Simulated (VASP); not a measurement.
# Nb in VASP: a series of runs

Runs on Nb. Level: r2SCAN. Tasks: single point.

Program: VASP 6.6.1. These are calculated values, not measurements. Logs are shortened: lines on timing, memory, paths and dates and some standing lists are left out, and cuts for length are marked.

### 1 The cell of the first run

Symmetry: Fm-3m, No. 225, cubic system. Conventional cell: a = 4.336 Å, b = 4.336 Å, c = 4.336 Å, α = 90.00°, β = 90.00°, γ = 90.00°. Within 4.0 Å of Nb (site symmetry m-3m) lie 12 Nb at 3.07 Å.

### 2 Single point, r2SCAN (strain +0.025 along x and y, +0.025 along z)

Contents of POSCAR:

```
Nb
1.0
    0.0000000000      2.1678750000      2.1678750000
    2.1678750000      0.0000000000      2.1678750000
    2.1678750000      2.1678750000      0.0000000000
Nb
1
Direct
    0.0000000000      0.0000000000      0.0000000000
```

Contents of INCAR.step1:

```
SYSTEM = Nb
ALGO = Normal
EDIFF = 1E-4
ENCUT = 520
GGA = PE
ISMEAR = 0
LASPH = .TRUE.
LCHARG = .FALSE.
LREAL = .FALSE.
LWAVE = .TRUE.
NBANDS = 12
NELM = 100
PREC = Accurate
SIGMA = 0.15
```

Contents of INCAR.step2:

```
SYSTEM = Nb
ALGO = Normal
EDIFF = 1E-6
ENCUT = 520
ISIF = 2
ISMEAR = 0
ISTART = 1
LASPH = .TRUE.
LCHARG = .TRUE.
LELF = .TRUE.
LMIXTAU = .TRUE.
LREAL = .FALSE.
LVHAR = .TRUE.
LWAVE = .FALSE.
METAGGA = R2SCAN
NBANDS = 12
NELM = 100
PREC = Accurate
SIGMA = 0.15
```

Contents of KPOINTS:

```
k-points
0
G
  20 20 20
  0 0 0
```

Potentials or basis: VASP PAW PBE potentials, release 64 (Nb_sv).

Launch:

```console
> cat potpaw_PBE.64/Nb_sv/POTCAR > POTCAR
> cp INCAR.step1 INCAR
> mpirun -np 1 vasp_std > vasp.out
> cp INCAR.step2 INCAR
> mpirun -np 1 vasp_std > vasp.out
```

OUTCAR:

```text
SYSTEM = Nb
   EDIFF = 1E-6
   ENCUT = 520
   ISIF = 2
   ISMEAR = 0
   ISTART = 1
   LASPH = .TRUE.
   LREAL = .FALSE.
   METAGGA = R2SCAN
   NELM = 100
   PREC = Accurate

 ion  position               nearest neighbor table
   1  0.000  0.000  0.000-

  LATTYP: Found a face centered cubic cell.
 ALAT       =     4.3357500000

  Lattice vectors:

 A1 = (   0.0000000000,   2.1678750000,   2.1678750000)
 A2 = (   2.1678750000,   0.0000000000,   2.1678750000)
 A3 = (   2.1678750000,   2.1678750000,   0.0000000000)

Analysis of symmetry for initial positions (statically):
=====================================================================
 Subroutine PRICEL returns:
 Original cell was already a primitive cell.

 Routine SETGRP: Setting up the symmetry group for a
 face centered cubic supercell.

 Subroutine GETGRP returns: Found 48 space group operations
 (whereof 48 operations were pure point group operations)
 out of a pool of 48 trial point group operations.

The static configuration has the point symmetry O_h .

Analysis of symmetry for dynamics (positions and initial velocities):
=====================================================================
 Subroutine PRICEL returns:
 Original cell was already a primitive cell.

 Routine SETGRP: Setting up the symmetry group for a
 face centered cubic supercell.

 Subroutine GETGRP returns: Found 48 space group operations
 (whereof 48 operations were pure point group operations)
 out of a pool of 48 trial point group operations.

The dynamic configuration has the point symmetry O_h .

 Subroutine INISYM returns: Found 48 space group operations
 (whereof 48 operations are pure point group operations),
 and found     1 'primitive' translations

----------------------------------------------------------------------------------------

                                     Primitive cell

  volume of cell :      20.3766

  direct lattice vectors                    reciprocal lattice vectors
     0.000000000  2.167875000  2.167875000    -0.230640604  0.230640604  0.230640604
     2.167875000  0.000000000  2.167875000     0.230640604 -0.230640604  0.230640604
     2.167875000  2.167875000  0.000000000     0.230640604  0.230640604 -0.230640604

  length of vectors
     3.065838227  3.065838227  3.065838227     0.399481245  0.399481245  0.399481245

  position of ions in fractional coordinates (direct lattice)
     0.000000000  0.000000000  0.000000000

  ion indices of the primitive-cell ions
   primitive index   ion index
                 1           1

----------------------------------------------------------------------------------------

 KPOINTS: k-points

Automatic generation of k-mesh.
 Grid dimensions read from file:
 generate k-points for:   20   20   20

 Generating k-lattice:

  Cartesian coordinates                     Fractional coordinates (reciprocal lattice)
    -0.011532030  0.011532030  0.011532030     0.050000000  0.000000000  0.000000000
     0.011532030 -0.011532030  0.011532030     0.000000000  0.050000000  0.000000000
     0.011532030  0.011532030 -0.011532030     0.000000000  0.000000000  0.050000000

  Length of vectors
     0.019974062  0.019974062  0.019974062

  Shift w.r.t. Gamma in fractional coordinates (k-lattice)
     0.000000000  0.000000000  0.000000000

 Subroutine IBZKPT returns following result:
 ===========================================

 Found    256 irreducible k-points:

 Following reciprocal coordinates:
            Coordinates               Weight
  0.000000  0.000000  0.000000      1.000000
  0.050000  0.000000  0.000000      8.000000
  0.100000  0.000000  0.000000      8.000000
  0.150000  0.000000  0.000000      8.000000
  0.200000  0.000000  0.000000      8.000000
  0.250000  0.000000  0.000000      8.000000
[... 16 lines left out ...]
 -0.400000  0.050000  0.000000     24.000000
 -0.350000  0.050000  0.000000     24.000000
 [... further k-points ...]
   k-points           NKPTS =    256   k-points in BZ     NKDIM =    256   number of bands    NBANDS=     12
   number of dos      NEDOS =    301   number of ions     NIONS =      1
   total plane-waves  NPLWV =  13824
   dimension x,y,z NGX =    24 NGY =   24 NGZ =   24
   dimension x,y,z NGXF=    48 NGYF=   48 NGZF=   48
   ions per type =               1
   NGX,Y,Z   is equivalent  to a cutoff of  13.01, 13.01, 13.01 a.u.
   NGXF,Y,Z  is equivalent  to a cutoff of  26.03, 26.03, 26.03 a.u.
 SYSTEM =  Nb
   PREC   = accura    normal or accurate (medium, high low for compatibility)
   ISTART =      1    job   : 0-new  1-cont  2-samecut
   ICHARG =      0    charge: 1-file 2-atom 10-const
   ISPIN  =      1    spin polarized calculation?
   LNONCOLLINEAR =      F non collinear calculations
   LSORBIT =      F    spin-orbit coupling
   LASPH  =      T    aspherical Exc in radial PAW
   ENCUT  =  520.0 eV  38.22 Ry    6.18 a.u.   5.70  5.70  5.70*2*pi/ulx,y,z
   NELM   =    100;   NELMIN=  2; NELMDL=  0     # of ELM steps
   EDIFF  = 0.1E-05   stopping-criterion for ELM
   LREAL  =      F    real-space projection
   EDIFFG = 0.1E-04   stopping-criterion for IOM
   NSW    =      0    number of steps for IOM
   IBRION =     -1    ionic relax: 0-MD 1-quasi-New 2-CG
   NFREE  =      0    steps in history (QN), initial steepest desc. (CG)
   ISIF   =      2    stress and relaxation
   ISYM   =      2    0-nonsym 1-usesym 2-fastsym
   POTIM  = 0.5000    time-step for ionic-motion
   TEBEG  =    0.0;   TEEND  =   0.0 temperature during run
   PSTRESS=    0.0 pullay stress
   NELECT =      13.0000    total number of electrons
   NUPDOWN=      -1.0000    fix difference up-down
   EMIN   =  10.00;   EMAX   =-10.00  energy-range for DOS
   EFERMI =   0.00;   METHOD = LEGACY
   ISMEAR =     0;   SIGMA  =   0.15  broadening in eV -4-tet -1-fermi 0-gaus
   EFERMI_NEDOS =   21; number of points for ismear=-14 and -15
   IALGO  =     38    algorithm
   IMIX   =      4    mixing-type and parameters
     AMIX     =   0.40;   BMIX     =  1.00
     AMIX_MAG =   1.60;   BMIX_MAG =  1.00
  volume/ion in A,a.u.               =      20.38       137.51
  Fermi-wavevector in a.u.,A,eV,Ry     =   1.409327  2.663241 27.023919  1.986202
  Thomas-Fermi vector in A             =   2.531394
   LORBIT       =      0    0 simple, 1 ext, 2 COOP (PROOUT), +10 PAW based schemes
   METAGGA = R2SCAN    functional components
   LHFCALC =     F    Hartree Fock is set to
   AEXX    =    0.0000 exact exchange contribution
   IVDW    =     0    specifies the selected vdW correction
   LEPSILON=     F    determine dielectric tensor
   LRPA    =     F    only Hartree local field effects (RPA)
 non-spin polarized calculation
 Gauss-broadening in eV      SIGMA  =   0.15
  energy-cutoff  :      520.00
  volume of cell :       20.38
 maximum number of plane-waves:       568
   NGX = 11   NGY = 11   NGZ = 11

 number of electron      13.0000000 magnetization

 Free energy of the ion-electron system (eV)
  ---------------------------------------------------
  ext. energy  EPLUGINS =         0.00000000
  ---------------------------------------------------
  free energy    TOTEN  =       -24.44812362 eV

  energy without entropy =      -24.43211870  energy(sigma->0) =      -24.44012116

 E-fermi :   9.8585     XC(G=0): -12.9198

 val. band max:        9.8460625500   @ k =  -0.3500   0.1500   0.0500
 cond. band min:       9.8600878896   @ k =   0.4000   0.1000   0.0000
 fundamental gap:      0.0140253396
 Fermi energy:         9.8584903334

 k-point     1 :       0.0000    0.0000    0.0000
  band No.  band energies     occupation
      1     -46.8987      2.00000
      2     -21.6697      2.00000
      3     -21.6697      2.00000
      4     -21.6697      2.00000
      5       3.4576      2.00000
      6      10.0303      0.10535
      7      10.0303      0.10534
      8      10.0303      0.10534
      9      12.5686      0.00000
     10      12.5686      0.00000
     11      22.0014      0.00000
     12      26.8688      0.00000

 k-point     2 :       0.0500    0.0000    0.0000
  band No.  band energies     occupation
      1     -46.8951      2.00000
      2     -21.6948      2.00000
      3     -21.6728      2.00000
      4     -21.6728      2.00000
      5       3.5472      2.00000
      6       9.9582      0.34739
      7      10.0713      0.04485
      8      10.0713      0.04485
      9      12.5330      0.00000
     10      12.5330      0.00000
     11      22.1808      0.00000
     12      26.4125      0.00000

 k-point     3 :       0.1000    0.0000    0.0000
  band No.  band energies     occupation
      1     -46.8845      2.00000
      2     -21.7673      2.00000
      3     -21.6819      2.00000
      4     -21.6819      2.00000
      5       3.8086      2.00000
      6       9.7650      1.62187
      7      10.1823      0.00227
      8      10.1823      0.00227
      9      12.4465      0.00000
     10      12.4465      0.00000
     11      22.6785      0.00000
     12      25.4657      0.00000
[... 286 lines left out ...]
 k-point    23 :      -0.4000    0.0500    0.0000
  band No.  band energies     occupation
      1     -46.7567      2.00000
      2     -22.5720      2.00000
      3     -21.8116      2.00000
      4     -21.7854      2.00000
      5       6.1711      2.00000
      6       9.8853      0.80039
      7      10.0641      0.05261
      8      10.2567      0.00017
      9      13.7734      0.00000
     10      14.3138      0.00000
     11      20.2478      0.00000
     12      22.4371      0.00000

 k-point    24 :      -0.3500    0.0500    0.0000
  band No.  band energies     occupation
      1     -46.7716      2.00000
      2     -22.4821      2.00000
      3     -21.8021      2.00000
      4     -21.7697      2.00000
      5       6.0988      2.00000
      6       9.6837      1.90065
      7      10.0615      0.05558
      8      10.1758      0.00278
      9      13.3000      0.00000
     10      13.9552      0.00000
     11      20.8663      0.00000
     12      23.2406      0.00000

 [... further k-points ...]
[... 5 lines left out ...]
  --------------------------------------------------------------------------------------
  -------------------------------------------------------------------------------------
  Total       -1.5955299     -1.5955299     -1.5955299     -0.0000000      0.0000000      0.0000000
  in kB     -125.4535146   -125.4535146   -125.4535146     -0.0000000      0.0000000      0.0000000
  external PRESSURE =    -125.4535146 kB  Pullay stress =       0.0000000 kB

 VOLUME and BASIS-vectors are now :
 -----------------------------------------------------------------------------
  energy-cutoff  :      520.00
  volume of cell :       20.38
      direct lattice vectors                 reciprocal lattice vectors
     0.000000000  2.167875000  2.167875000    -0.230640604  0.230640604  0.230640604
     2.167875000  0.000000000  2.167875000     0.230640604 -0.230640604  0.230640604
     2.167875000  2.167875000  0.000000000     0.230640604  0.230640604 -0.230640604

 POSITION                                       TOTAL-FORCE (eV/Angst)
 -----------------------------------------------------------------------------------
      0.00000      0.00000      0.00000         0.000000      0.000000      0.000000
 -----------------------------------------------------------------------------------
    total drift:                                0.000000      0.000000      0.000000

  FREE ENERGIE OF THE ION-ELECTRON SYSTEM (eV)
  ---------------------------------------------------
  free  energy   TOTEN  =       -24.4481236164 eV

  energy  without entropy=      -24.4321186984  energy(sigma->0) =      -24.44012116
```

Wall time 2.5 min (1 thread of Intel Xeon Platinum 8259CL at 2.50GHz (Skylake/Cascade Lake), shared host); peak memory 0.18 GiB.

What came out:

- Free energy: -24.4481 eV
- Pressure: -12.5 GPa

Caveat: the cell differs from its parent crystal (strain +0.025 along x and y, +0.025 along z); the PAW data sets were made with another functional, which shifts forces and pressure a little.

### 3 Single point, r2SCAN (strain +0.050 along x and y, +0.050 along z)

Contents of POSCAR:

```
Nb
1.0
    0.0000000000      2.2207500000      2.2207500000
    2.2207500000      0.0000000000      2.2207500000
    2.2207500000      2.2207500000      0.0000000000
Nb
1
Direct
    0.0000000000      0.0000000000      0.0000000000
```

Contents of INCAR.step1:

```
SYSTEM = Nb
PREC = Accurate
ENCUT = 520
ISMEAR = 0
SIGMA = 0.15
LREAL = .False.
LASPH = .True.
NELM = 80
NBANDS = 12
GGA = PE
ALGO = Normal
EDIFF = 1E-4
LWAVE = .True.
LCHARG = .False.
```

Contents of INCAR.step2:

```
SYSTEM = Nb
PREC = Accurate
ENCUT = 520
EDIFF = 1E-6
ISMEAR = 0
SIGMA = 0.15
LREAL = .False.
LASPH = .True.
NELM = 80
ALGO = Normal
ISIF = 2
LWAVE = .False.
LCHARG = .False.
METAGGA = R2SCAN
LMIXTAU = .True.
NBANDS = 12
ISTART = 1
```

Contents of KPOINTS:

```
regular mesh
0
Gamma
  20 20 20
  0 0 0
```

Potentials or basis: VASP PAW PBE potentials, release 64 (Nb_sv).

Launch:

```console
> cat potpaw_PBE.64/Nb_sv/POTCAR > POTCAR
> cp INCAR.step1 INCAR
> mpirun -np 1 vasp_std > vasp.out
> cp INCAR.step2 INCAR
> mpirun -np 1 vasp_std > vasp.out
```

It took 4.2 min on 1 thread of Intel Xeon Platinum 8259CL at 2.50GHz (Skylake/Cascade Lake), shared host; peak memory 0.19 GiB.

It converged, with:

```
Free energy : -24.2902 eV
Pressure    : -20.2 GPa
```

Levels at points of the mesh, in eV from the Fermi level:
```tsv
k point	band 2	band 3	band 4	band 5	band 6	band 7	band 8	band 9	band 10	band 11
(0.00, 0.00, 0.00)	-31.75	-31.75	-31.75	-6.20	0.19	0.19	0.19	2.50	2.50	12.04
(0.50, 0.00, 0.00)	-32.51	-31.85	-31.85	-3.50	0.12	0.12	0.77	4.02	4.02	8.98
(0.50, 0.50, 0.00)	-32.46	-32.02	-32.02	-3.43	-2.82	2.81	4.08	4.41	4.41	10.63
```

Caveat: the cell differs from its parent crystal (strain +0.050 along x and y, +0.050 along z); the PAW data sets were made with another functional, which shifts forces and pressure a little.

[end of part 1 of 3]
